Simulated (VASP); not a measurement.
# Zn (P6_3/mmc) in VASP: a series of runs, part 2 of 2

VASP 6.6.1.

### Step 3. Single point, PBE (strain +0.040 along x and y, +0.040 along z)

Input file INCAR:

```
PREC     = Accurate       # precision mode
ENCUT    = 520            # plane-wave cutoff, eV
EDIFF    = 1E-7           # SCF threshold, eV
ISMEAR   = 0              # smearing method
SIGMA    = 0.15           # smearing width, eV
LREAL    = False          # projectors in reciprocal space
LASPH    = True           # aspherical terms in the spheres
NELM     = 80             # most SCF steps
ALGO     = Fast           # electronic algorithm
ISIF     = 2              # what is computed and relaxed
LWAVE    = False          # write WAVECAR
LCHARG   = True           # write CHGCAR
GGA      = PE             # functional
LELF     = True           # ELF
LVHAR    = True         
NBANDS   = 19             # bands
```

Input file KPOINTS:

```
Automatic mesh
0
Gamma
  24 24 10
```

Input file POSCAR:

```
Zn
1.0
    2.7713899753      0.0000000000      0.0000000000
   -1.3856949877      2.4000941224      0.0000000000
    0.0000000000      0.0000000000      5.1445680000
Zn
2
Direct
    0.3333333333      0.6666666667      0.2500000000
    0.6666666667      0.3333333333      0.7500000000
```

Potentials or basis: VASP PAW PBE potentials, release 64 (Zn).

On the command line:

```sh
$ cat potpaw_PBE.64/Zn/POTCAR > POTCAR
$ mpirun -np 1 vasp_std > vasp.out
```

OUTCAR:

```text
PREC = Accurate
   ENCUT = 520
   EDIFF = 1E-7
   ISMEAR = 0
   LREAL = False
   LASPH = True
   NELM = 80
   ISIF = 2
   GGA = PE

 ion  position               nearest neighbor table
   1  0.333  0.667  0.250-   2 3.03   2 3.03   2 3.03   2 3.03   2 3.03   2 3.03
   2  0.667  0.333  0.750-   1 3.03   1 3.03   1 3.03   1 3.03   1 3.03   1 3.03

  LATTYP: Found a hexagonal cell.
 ALAT       =     2.7713899753
 C/A-ratio  =     1.8563132745

  Lattice vectors:

 A1 = (   2.7713899753,   0.0000000000,   0.0000000000)
 A2 = (  -1.3856949877,   2.4000941224,   0.0000000000)
 A3 = (   0.0000000000,   0.0000000000,   5.1445680000)

Analysis of symmetry for initial positions (statically):
=====================================================================
 Subroutine PRICEL returns:
 Original cell was already a primitive cell.

 Routine SETGRP: Setting up the symmetry group for a
 hexagonal supercell.

 Subroutine GETGRP returns: Found 24 space group operations
[... 157 lines left out ...]
   NGX = 11   NGY = 11   NGZ = 19

 number of electron      23.9999997 magnetization

 Free energy of the ion-electron system (eV)
  ---------------------------------------------------
  ext. energy  EPLUGINS =         0.00000000
  ---------------------------------------------------
  free energy    TOTEN  =        -2.13173988 eV

  energy without entropy =       -2.12603284  energy(sigma->0) =       -2.12888636

 E-fermi :   2.3268     XC(G=0): -10.9504

 val. band max:        2.3031687413   @ k =   0.4167   0.0000   0.0000
 cond. band min:       2.3760762434   @ k =   0.2083   0.0833   0.1000
 fundamental gap:      0.0729075020
 Fermi energy:         2.3267645920

 k-point     1 :       0.0000    0.0000    0.0000
  band No.  band energies     occupation
      1      -7.1858      2.00000
      2      -5.7950      2.00000
      3      -5.2688      2.00000
      4      -5.0844      2.00000
      5      -5.0844      2.00000
      6      -5.0454      2.00000
[... 505 lines left out ...]
      6      -4.9511      2.00000
[... 11 lines left out ...]
     18      15.9421      0.00000
     19      16.1666      0.00000

 [... further k-points ...]
[... 5 lines left out ...]
  --------------------------------------------------------------------------------------
  -------------------------------------------------------------------------------------
  Total       -1.5990962     -1.5990962     -0.8442345      0.0000000      0.0000000      0.0000000
  in kB      -74.8704319    -74.8704319    -39.5274551      0.0000000      0.0000000      0.0000000
  external PRESSURE =     -63.0894396 kB  Pullay stress =       0.0000000 kB

 VOLUME and BASIS-vectors are now :
 -----------------------------------------------------------------------------
  energy-cutoff  :      520.00
  volume of cell :       34.22
      direct lattice vectors                 reciprocal lattice vectors
     2.771389975  0.000000000  0.000000000     0.360829767  0.208325163  0.000000000
    -1.385694988  2.400094122  0.000000000     0.000000000  0.416650327  0.000000000
     0.000000000  0.000000000  5.144568000     0.000000000  0.000000000  0.194379781

 POSITION                                       TOTAL-FORCE (eV/Angst)
 -----------------------------------------------------------------------------------
     -0.00000      1.60006      1.28614         0.000000      0.000000      0.000000
      1.38569      0.80003      3.85843        -0.000000     -0.000000     -0.000000
 -----------------------------------------------------------------------------------
    total drift:                               -0.000000      0.000000      0.000000

  FREE ENERGIE OF THE ION-ELECTRON SYSTEM (eV)
  ---------------------------------------------------
  free  energy   TOTEN  =        -2.1317398791 eV

  energy  without entropy=       -2.1260328439  energy(sigma->0) =       -2.12888636
```

stdout:

```text
POSCAR found type information on POSCAR Zn
 POSCAR found :  1 types and       2 ions
 scaLAPACK will be used
 LDA part: xc-table for (Slater+PW92), standard interpolation
 POSCAR, INCAR and KPOINTS ok, starting setup
 FFT: planning ... GRIDC
 FFT: planning ... GRID_SOFT
 FFT: planning ... GRID
 WAVECAR not read
 entering main loop
WARNING in EDDRMM: call to ZHEGV failed, returncode =   8  4     19
WARNING in EDDRMM: call to ZHEGV failed, returncode =   8  4     17
WARNING in EDDRMM: call to ZHEGV failed, returncode =   8  4     19
```

Run time: 76 s. Hardware: 1 thread of Intel Xeon 6975P-C (Granite Rapids), shared host; peak memory 0.3 GiB.

Results:

* Free energy: -2.1317 eV
* Pressure: -6.3 GPa
* Band gap on the k mesh: zero (bands 12 and 13 overlap by 4.45 eV)

Levels at points of the mesh, in eV from the Fermi level:
| k point | band 9 | band 10 | band 11 | band 12 | band 13 | band 14 | band 15 | band 16 |
| --- | --- | --- | --- | --- | --- | --- | --- | --- |
| (0.00, 0.00, 0.00) | -7.11 | -6.95 | -6.95 | -3.11 | -3.07 | 12.57 | 15.92 | 15.92 |
| (0.50, 0.00, 0.00) | -6.80 | -6.78 | -2.49 | -2.11 | 2.35 | 3.39 | 3.42 | 5.43 |
| (0.00, 0.00, 0.50) | -7.02 | -7.02 | -7.02 | -7.02 | 4.24 | 4.24 | 17.05 | 17.05 |
| (0.50, 0.00, 0.50) | -6.79 | -6.79 | -1.53 | -1.53 | -0.14 | -0.14 | 9.36 | 9.36 |

Caveat: the cell differs from its parent crystal (strain +0.040 along x and y, +0.040 along z); the cell stands under tension.

### Step 4. Single point, PBE (strain +0.080 along x and y, +0.000 along z)

Input file INCAR:

```
PREC = Accurate
ENCUT = 520
EDIFF = 1E-6
ISMEAR = 0
SIGMA = 0.15
LREAL = False
LASPH = True
NELM = 100
ALGO = Fast
ISIF = 2
LWAVE = False
LCHARG = True
GGA = PE
LELF = True
LVHAR = True
NBANDS = 19
```

Input file KPOINTS:

```
regular mesh
0
Gamma
  24 24 10
```

Input file POSCAR:

```
Zn
1.0
    2.8779818974      0.0000000000      0.0000000000
   -1.4389909487      2.4924054348      0.0000000000
    0.0000000000      0.0000000000      4.9467000000
Zn
2
Direct
    0.3333333333      0.6666666667      0.2500000000
    0.6666666667      0.3333333333      0.7500000000
```

Potentials or basis: VASP PAW PBE potentials, release 64 (Zn).

On the command line:

```sh
$ cat potpaw_PBE.64/Zn/POTCAR > POTCAR
$ mpirun -np 1 vasp_std > vasp.out
```

OUTCAR:

```text
PREC = Accurate
   ENCUT = 520
   EDIFF = 1E-6
   ISMEAR = 0
   LREAL = False
   LASPH = True
   NELM = 100
   ISIF = 2
   GGA = PE

 ion  position               nearest neighbor table
   1  0.333  0.667  0.250-   2 2.98   2 2.98   2 2.98   2 2.98   2 2.98   2 2.98
   2  0.667  0.333  0.750-   1 2.98   1 2.98   1 2.98   1 2.98   1 2.98   1 2.98

  LATTYP: Found a hexagonal cell.
 ALAT       =     2.8779818974
 C/A-ratio  =     1.7188085875

  Lattice vectors:

 A1 = (   2.8779818974,   0.0000000000,   0.0000000000)
 A2 = (  -1.4389909487,   2.4924054348,   0.0000000000)
 A3 = (   0.0000000000,   0.0000000000,   4.9467000000)

Analysis of symmetry for initial positions (statically):
=====================================================================
 Subroutine PRICEL returns:
 Original cell was already a primitive cell.

 Routine SETGRP: Setting up the symmetry group for a
 hexagonal supercell.

 Subroutine GETGRP returns: Found 24 space group operations
[... 157 lines left out ...]
   NGX = 11   NGY = 11   NGZ = 19

 number of electron      24.0000020 magnetization

 Free energy of the ion-electron system (eV)
  ---------------------------------------------------
  ext. energy  EPLUGINS =         0.00000000
  ---------------------------------------------------
  free energy    TOTEN  =        -2.04873540 eV

  energy without entropy =       -2.04140369  energy(sigma->0) =       -2.04506954

 E-fermi :   2.1041     XC(G=0): -10.7809

 val. band max:        2.1002002070   @ k =   0.3333   0.2083   0.1000
 cond. band min:       2.1130942671   @ k =   0.2083  -0.0000   0.1000
 fundamental gap:      0.0128940601
 Fermi energy:         2.1041112815

 k-point     1 :       0.0000    0.0000    0.0000
  band No.  band energies     occupation
      1      -7.1306      2.00000
      2      -5.7682      2.00000
      3      -5.2919      2.00000
      4      -5.1966      2.00000
      5      -5.1966      2.00000
      6      -5.1458      2.00000
[... 505 lines left out ...]
      6      -5.0790      2.00000
[... 11 lines left out ...]
     18      14.6144      0.00000
     19      15.2154      0.00000

 [... further k-points ...]
[... 5 lines left out ...]
  --------------------------------------------------------------------------------------
  -------------------------------------------------------------------------------------
  Total       -1.7586154     -1.7586154     -1.3501520      0.0000000      0.0000000      0.0000000
  in kB      -79.4070622    -79.4070622    -60.9636468      0.0000000      0.0000000      0.0000000
  external PRESSURE =     -73.2592570 kB  Pullay stress =       0.0000000 kB

 VOLUME and BASIS-vectors are now :
 -----------------------------------------------------------------------------
  energy-cutoff  :      520.00
  volume of cell :       35.48
      direct lattice vectors                 reciprocal lattice vectors
     2.877981897  0.000000000  0.000000000     0.347465702  0.200609417  0.000000000
    -1.438990949  2.492405435  0.000000000     0.000000000  0.401218833  0.000000000
     0.000000000  0.000000000  4.946700000     0.000000000  0.000000000  0.202154972

 POSITION                                       TOTAL-FORCE (eV/Angst)
 -----------------------------------------------------------------------------------
     -0.00000      1.66160      1.23667        -0.000000     -0.000000      0.000000
      1.43899      0.83080      3.71002         0.000000      0.000000      0.000000
 -----------------------------------------------------------------------------------
    total drift:                               -0.000000      0.000000      0.000000

  FREE ENERGIE OF THE ION-ELECTRON SYSTEM (eV)
  ---------------------------------------------------
  free  energy   TOTEN  =        -2.0487353993 eV

  energy  without entropy=       -2.0414036885  energy(sigma->0) =       -2.04506954
```

OSZICAR:

```text
N       E                     dE             d eps       ncg     rms          rms(c)
DAV:   1     0.113975228045E+03    0.11398E+03   -0.12328E+04 14244   0.189E+03
DAV:   2     0.308735218484E+01   -0.11089E+03   -0.10740E+03 13995   0.292E+02
DAV:   3    -0.214585872899E+01   -0.52332E+01   -0.52124E+01 15576   0.693E+01
DAV:   4    -0.218022371828E+01   -0.34365E-01   -0.34355E-01 15192   0.589E+00
DAV:   5    -0.218027448061E+01   -0.50762E-04   -0.50762E-04 15025   0.204E-01    0.278E+00
RMM:   6    -0.205540442927E+01    0.12487E+00   -0.52068E-01 15606   0.841E+00    0.236E+00
RMM:   7    -0.205143772670E+01    0.39667E-02   -0.13578E-02 16414   0.166E+00    0.120E+00
RMM:   8    -0.204872569967E+01    0.27120E-02   -0.49660E-03 14998   0.643E-01    0.905E-02
RMM:   9    -0.204877825788E+01   -0.52558E-04   -0.16615E-03 16751   0.582E-01    0.959E-02
RMM:  10    -0.204873378199E+01    0.44476E-04   -0.32077E-04 16455   0.194E-01    0.137E-02
RMM:  11    -0.204873525108E+01   -0.14691E-05   -0.18646E-05 16570   0.573E-02    0.195E-03
RMM:  12    -0.204873539931E+01   -0.14823E-06   -0.16277E-06  9701   0.144E-02
   1 F= -.20487354E+01 E0= -.20450695E+01  d E =-.733171E-02
```

Wall time 70 s (1 thread of Intel Xeon 6975P-C (Granite Rapids), shared host); peak memory 0.31 GiB.

Results:

| Property | Result |
| --- | --- |
| Free energy | -2.0487 eV |
| Pressure | -7.3 GPa |
| Band gap on the k mesh | zero (bands 12 and 13 overlap by 3.95 eV) |

Levels at points of the mesh, in eV from the Fermi level:
| k point | band 10 | band 11 | band 12 | band 13 | band 14 | band 15 |
| --- | --- | --- | --- | --- | --- | --- |
| (0.00, 0.00, 0.00) | -6.87 | -6.87 | -2.58 | -2.27 | 14.11 | 14.12 |
| (0.50, 0.00, 0.00) | -6.77 | -2.63 | -2.47 | 2.83 | 3.38 | 3.64 |
| (0.00, 0.00, 0.50) | -6.96 | -6.96 | -6.96 | 5.51 | 5.51 | 15.37 |
| (0.50, 0.00, 0.50) | -6.78 | -1.54 | -1.54 | -0.42 | -0.42 | 10.03 |

Caveat: the cell differs from its parent crystal (strain +0.080 along x and y, +0.000 along z); the cell stands under tension.

### Step 5. The runs side by side

```csv
cell,further INCAR settings,gap on the mesh (eV),pressure (GPa)
"a = 2.878, b = 2.878, c = 4.749 Å, angles 90.0, 90.0, 120.0°, 2 atoms",ALGO = Fast; EDIFF = 1e-07; NBANDS = 19,none,-6.1
"a = 2.771, b = 2.771, c = 5.145 Å, angles 90.0, 90.0, 120.0°, 2 atoms",ALGO = Fast; EDIFF = 1e-07; NBANDS = 19,none,-6.3
"a = 2.878, b = 2.878, c = 4.947 Å, angles 90.0, 90.0, 120.0°, 2 atoms",ALGO = Fast; EDIFF = 1e-06; NBANDS = 19,none,-7.3
```

Alike in all rows: task single point; level PBE; potentials or basis VASP PAW PBE potentials, release 64 (Zn); no spin polarisation; k mesh 24 × 24 × 10; cutoff (eV) 520; smearing gaussian 0.15 eV.

Caveats: the cell stands under tension.

Absolute energies hang on the potentials; compare differences alone.
